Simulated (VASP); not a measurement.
## HfH2: vibrations by perturbation theory with PBEsol

HfH2:

```
Hf H
1.0
    -1.72013    1.72013    2.10895
     1.72013   -1.72013    2.10895
     1.72013    1.72013   -2.10895
Hf H
1 2
Direct
  0.00000 0.00000 0.00000
  0.75000 0.25000 0.50000
  0.25000 0.75000 0.50000
```

```json
{
  "Program": "VASP 6.6.1",
  "Task": "vibrations by perturbation theory",
  "Functional": "PBEsol",
  "Potentials or basis": "VASP PAW PBE potentials, release 64 (Hf_pv, H)",
  "Cutoff": "520 eV",
  "k mesh": "16 × 16 × 16",
  "Occupations": "fermi-dirac, width 0.15 eV",
  "Spin": "no spin polarisation",
  "Dipole correction": "no",
  "Further INCAR settings": "ALGO = Normal; EDIFF = 1e-08; NBANDS = 13; IBRION = 8; NSW = 1"
}
```

| Item | Value |
| --- | --- |
| Highest phonon frequency at Γ | 1402 cm⁻¹ |

Phonon frequencies in cm⁻¹ (negative: imaginary):
```
              q point                          frequencies
(0.000, 0.000, 0.000)  0 0 0 1125 1125 1181 1295 1295 1402
```

Wall time 13 min on 1 thread of Intel Xeon 8259CL (shared host), peak memory 0.81 GiB.

Caveat: the cell stands under pressure or tension, which shifts response properties.
